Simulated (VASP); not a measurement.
# Ga8As7Se (a cell with a defect) in VASP: single point with LDA

Aim: the single point of Ga8As7Se (a cell with a defect) with LDA.

Everything below comes from runs of VASP 6.6.1. Logs are shortened: lines on timing, memory, paths and dates and some standing lists are left out, and cuts for length are marked.

## 1. The cell of the first run

The cell holds a defect, 16 atoms: a = 7.924 Å, b = 7.924 Å, c = 7.924 Å, α = 60.00°, β = 60.00°, γ = 60.00°.

## 2. Single point, LDA

File INCAR:

```
  ALGO = Normal
  EDIFF = 1E-6
  ENCUT = 520
  GGA = CA
  ISIF = 2
  ISMEAR = 0
  LASPH = T
  LCHARG = F
  LREAL = Auto
  LWAVE = F
  NBANDS = 86
  NELECT = 144.0
  NELM = 80
  PREC = Accurate
  SIGMA = 0.02
```

File KPOINTS:

```
k-points
0
Gamma
  3 3 3
```

File POSCAR:

```
Ga8As7Se
1.0
    0.0000000000      5.6033815718     -5.6033815718
    5.6033815718      5.6033815718      0.0000000000
    5.6033815718      0.0000000000     -5.6033815718
Ga Se As
8 1 7
Direct
    0.4993811482     -0.0034274113      0.5033006083
    0.4993871704      0.5014733013      0.5032766964
   -0.0070159738     -0.0048316736      0.5174325417
   -0.0057003129      0.5015584541      0.5034223274
    0.5132401170     -0.0047244146     -0.0028855723
    0.4993744958      0.5014486331     -0.0015288672
   -0.0067931898     -0.0048904241     -0.0030410678
   -0.0069348659      0.5154882158     -0.0029588925
    0.1230667111      0.1252566574      0.1271938685
    0.1260130242      0.6223253641      0.1300459478
    0.6204019029      0.1280909544      0.1299463376
    0.6202663640      0.6224599919      0.1299310882
    0.1260128007      0.1281782172      0.6241825365
    0.1260078651      0.6223782874      0.6242542171
    0.6201951816      0.1281163293      0.6243100823
    0.6230146572      0.6252699994      0.6271606483
```

Potentials or basis: VASP PAW LDA potentials, release 64 (Ga_d, Se, As).

Launch:

```console
$ cat potpaw_LDA.64/Ga_d/POTCAR potpaw_LDA.64/Se/POTCAR potpaw_LDA.64/As/POTCAR > POTCAR
$ mpirun -np 1 vasp_std > vasp.out
```

OUTCAR:

```text
EDIFF = 1E-6
   ENCUT = 520
   GGA = CA
   ISIF = 2
   ISMEAR = 0
   LASPH = T
   LREAL = Auto
   NELECT = 144.0
   NELM = 80
   PREC = Accurate

 ion  position               nearest neighbor table
   1  0.499  0.997  0.503-  16 2.40  11 2.42  15 2.42  13 2.42
   2  0.499  0.501  0.503-  16 2.40  12 2.42  15 2.42  14 2.42
   3  0.993  0.995  0.517-  15 2.41  14 2.42  13 2.42   9 2.52
   4  0.994  0.502  0.503-  16 2.40  14 2.42  10 2.42  13 2.42
   5  0.513  0.995  0.997-  11 2.42  15 2.42  12 2.42   9 2.52
   6  0.499  0.501  0.998-  16 2.40  11 2.42  12 2.42  10 2.42
[... 8 lines left out ...]
  15  0.620  0.128  0.624-   3 2.41   5 2.42   2 2.42   1 2.42
  16  0.623  0.625  0.627-   4 2.40   1 2.40   2 2.40   6 2.40

  LATTYP: Found a face centered cubic cell.
 ALAT       =    11.2067631436

  Lattice vectors:

 A1 = (   0.0000000000,   5.6033815718,  -5.6033815718)
 A2 = (   5.6033815718,   5.6033815718,   0.0000000000)
 A3 = (   5.6033815718,   0.0000000000,  -5.6033815718)

Analysis of symmetry for initial positions (statically):
=====================================================================
 Subroutine PRICEL returns:
 Original cell was already a primitive cell.

 Routine SETGRP: Setting up the symmetry group for a
 face centered cubic supercell.

 Subroutine GETGRP returns: Found  1 space group operations
 (whereof  1 operations were pure point group operations)
 out of a pool of 48 trial point group operations.

The static configuration has the point symmetry C_1 .

Analysis of symmetry for dynamics (positions and initial velocities):
=====================================================================
 Subroutine PRICEL returns:
 Original cell was already a primitive cell.

 Routine SETGRP: Setting up the symmetry group for a
 face centered cubic supercell.

 Subroutine GETGRP returns: Found  1 space group operations
 (whereof  1 operations were pure point group operations)
 out of a pool of 48 trial point group operations.

The dynamic configuration has the point symmetry C_1 .

 Subroutine INISYM returns: Found  1 space group operations
 (whereof  1 operations are pure point group operations),
 and found     1 'primitive' translations

----------------------------------------------------------------------------------------

                                     Primitive cell
[... 111 lines left out ...]
   NSW    =      0    number of steps for IOM
   IBRION =     -1    ionic relax: 0-MD 1-quasi-New 2-CG
   NFREE  =      0    steps in history (QN), initial steepest desc. (CG)
   ISIF   =      2    stress and relaxation
   ISYM   =      2    0-nonsym 1-usesym 2-fastsym
   POTIM  = 0.5000    time-step for ionic-motion
   TEBEG  =    0.0;   TEEND  =   0.0 temperature during run
   PSTRESS=    0.0 pullay stress
   NELECT =     144.0000    total number of electrons
   NUPDOWN=      -1.0000    fix difference up-down
   EMIN   =  10.00;   EMAX   =-10.00  energy-range for DOS
   EFERMI =   0.00;   METHOD = LEGACY
   ISMEAR =     0;   SIGMA  =   0.02  broadening in eV -4-tet -1-fermi 0-gaus
   EFERMI_NEDOS =   21; number of points for ismear=-14 and -15
   IALGO  =     38    algorithm
   IMIX   =      4    mixing-type and parameters
     AMIX     =   0.40;   BMIX     =  1.00
     AMIX_MAG =   1.60;   BMIX_MAG =  1.00
  volume/ion in A,a.u.               =      21.99       148.41
  Fermi-wavevector in a.u.,A,eV,Ry     =   1.215445  2.296859 20.099990  1.477308
  Thomas-Fermi vector in A             =   2.350832
   LORBIT       =      0    0 simple, 1 ext, 2 COOP (PROOUT), +10 PAW based schemes
   GGA     = CA    functional components
   LHFCALC =     F    Hartree Fock is set to
   AEXX    =    0.0000 exact exchange contribution
   IVDW    =     0    specifies the selected vdW correction
   LEPSILON=     F    determine dielectric tensor
   LRPA    =     F    only Hartree local field effects (RPA)
 non-spin polarized calculation
 Gauss-broadening in eV      SIGMA  =   0.02
  energy-cutoff  :      520.00
  volume of cell :      351.87
 maximum number of plane-waves:      9491
   NGX = 29   NGY = 29   NGZ = 29

 number of electron     144.0000001 magnetization

 Free energy of the ion-electron system (eV)
  ---------------------------------------------------
  ext. energy  EPLUGINS =         0.00000000
  ---------------------------------------------------
  free energy    TOTEN  =       -80.35454628 eV

  energy without entropy =      -80.35454628  energy(sigma->0) =      -80.35454628

 E-fermi :   4.0201     XC(G=0):  -9.9857

 val. band max:        3.9284495622   @ k =   0.0000   0.0000   0.0000
 cond. band min:       4.1090349332   @ k =   0.0000   0.0000   0.0000
 fundamental gap:      0.1805853710
 Fermi energy:         4.0200555383

 k-point     1 :       0.0000    0.0000    0.0000
  band No.  band energies     occupation
      1     -11.3034      2.00000
      2     -11.1206      2.00000
      3     -11.1206      2.00000
      4     -11.0989      2.00000
      5     -11.0989      2.00000
      6     -11.0988      2.00000
[... 1207 lines left out ...]
     83       7.9203      0.00000
     84       7.9395      0.00000
 [bands above 84 left out]

------------------------ aborting loop because EDIFF is reached ----------------------------------------

  FORCE on cell =-STRESS in cart. coord.  units (eV):
  Direction    XX          YY          ZZ          XY          YZ          ZX
  --------------------------------------------------------------------------------------
  -------------------------------------------------------------------------------------
  Total       -7.6318344     -7.6335928     -7.6398204     -0.0055327     -0.0017242      0.0003073
  in kB      -34.7503301    -34.7583364    -34.7866928     -0.0251924     -0.0078507      0.0013991
  external PRESSURE =     -34.7651198 kB  Pullay stress =       0.0000000 kB

 VOLUME and BASIS-vectors are now :
 -----------------------------------------------------------------------------
  energy-cutoff  :      520.00
  volume of cell :      351.87
      direct lattice vectors                 reciprocal lattice vectors
     0.000000000  5.603381572 -5.603381572    -0.089231831  0.089231831 -0.089231831
     5.603381572  5.603381572  0.000000000     0.089231831  0.089231831  0.089231831
     5.603381572  0.000000000 -5.603381572     0.089231831 -0.089231831 -0.089231831

 POSITION                                       TOTAL-FORCE (eV/Angst)
 -----------------------------------------------------------------------------------
      8.40436      8.38240     -5.61841         0.001738     -0.000325      0.000709
      5.63000      5.60820     -5.61831         0.000812     -0.002537      0.000429
      8.47568     11.14038     -8.46344        -0.003468      0.002767      0.001756
      5.63129      8.38186     -8.39231        -0.001850     -0.000033     -0.001317
     11.16412      8.45279     -8.46309        -0.000168     -0.002910      0.003026
      8.40462      5.60799     -8.39300         0.001029     -0.000713     -0.000724
[... 8 lines left out ...]
      4.21613      4.19307     -6.97344        -0.002061      0.001171      0.004897
      7.01785      6.99462     -7.00521        -0.001832      0.001874      0.000327
 -----------------------------------------------------------------------------------
    total drift:                               -0.003812      0.014239      0.001562

  FREE ENERGIE OF THE ION-ELECTRON SYSTEM (eV)
  ---------------------------------------------------
  free  energy   TOTEN  =       -80.3545462804 eV

  energy  without entropy=      -80.3545462804  energy(sigma->0) =      -80.35454628
```

OSZICAR:

```text
N       E                     dE             d eps       ncg     rms          rms(c)
DAV:   1     0.155582156734E+04    0.15558E+04   -0.61792E+04  2680   0.241E+03
DAV:   2     0.275319830578E+03   -0.12805E+04   -0.12334E+04  2456   0.708E+02
DAV:   3    -0.510900283458E+02   -0.32641E+03   -0.30709E+03  3008   0.223E+02
DAV:   4    -0.801525246634E+02   -0.29062E+02   -0.28525E+02  2726   0.649E+01
DAV:   5    -0.821440140664E+02   -0.19915E+01   -0.19805E+01  3400   0.178E+01    0.901E+00
DAV:   6    -0.806940139060E+02    0.14500E+01   -0.24614E+00  3370   0.151E+01    0.509E+00
DAV:   7    -0.803611430599E+02    0.33287E+00   -0.18181E+00  2914   0.520E+00    0.131E+00
DAV:   8    -0.803535802152E+02    0.75628E-02   -0.39530E-01  2822   0.549E+00    0.572E-01
DAV:   9    -0.803543448738E+02   -0.76466E-03   -0.60033E-02  3104   0.193E+00    0.211E-01
DAV:  10    -0.803543968047E+02   -0.51931E-04   -0.81859E-03  3258   0.804E-01    0.979E-02
DAV:  11    -0.803544868318E+02   -0.90027E-04   -0.23602E-03  2996   0.727E-01    0.398E-02
DAV:  12    -0.803545245684E+02   -0.37737E-04   -0.49379E-04  3168   0.291E-01    0.190E-02
DAV:  13    -0.803545422390E+02   -0.17671E-04   -0.19765E-04  3250   0.112E-01    0.120E-02
DAV:  14    -0.803545445617E+02   -0.23227E-05   -0.41886E-05  3096   0.129E-01    0.459E-03
DAV:  15    -0.803545462856E+02   -0.17239E-05   -0.19190E-05  3072   0.325E-02    0.268E-03
DAV:  16    -0.803545462804E+02    0.51805E-08   -0.95444E-07  1600   0.128E-02
   1 F= -.80354546E+02 E0= -.80354546E+02  d E =-.198620E-11
```

stdout:

```text
POSCAR found type information on POSCAR GaSeAs
 POSCAR found :  3 types and      16 ions
 scaLAPACK will be used
 LDA part: xc-table for (Slater(with rela. corr.)+CA(PZ))
 , standard interpolation
 POSCAR, INCAR and KPOINTS ok, starting setup
 FFT: planning ... GRIDC
 FFT: planning ... GRID_SOFT
 FFT: planning ... GRID
 WAVECAR not read
 entering main loop
 the old and the new charge density differ
 old charge density:   145.00000 new  144.00000
    0.901E+00
```

Wall time 8.5 min (1 thread of Intel Xeon Platinum 8488C (Sapphire Rapids), shared host); peak memory 0.54 GiB.

Results:

```yaml
Free_energy: -80.3545 eV
Largest_force: 0.008 eV/Å
```

Forces in eV/Å, atoms in the order of the input:
```
Ga   0.002  0.000  0.001
Ga   0.001 -0.003  0.000
Ga  -0.003  0.003  0.002
Ga  -0.002  0.000 -0.001
Ga   0.000 -0.003  0.003
Ga   0.001 -0.001 -0.001
Ga   0.003  0.002 -0.003
Ga  -0.002 -0.003 -0.004
Se  -0.002  0.001  0.002
As   0.001 -0.003 -0.004
As   0.001 -0.003  0.000
As   0.006 -0.001 -0.001
As   0.003  0.007 -0.001
As  -0.006 -0.001  0.002
As  -0.002  0.001  0.005
As  -0.002  0.002  0.000
```

Caveat: the cell carries a net charge on a neutralising background, which shifts energy and pressure; the cell is charged against a uniform background, so pressure and absolute levels hang on convention.
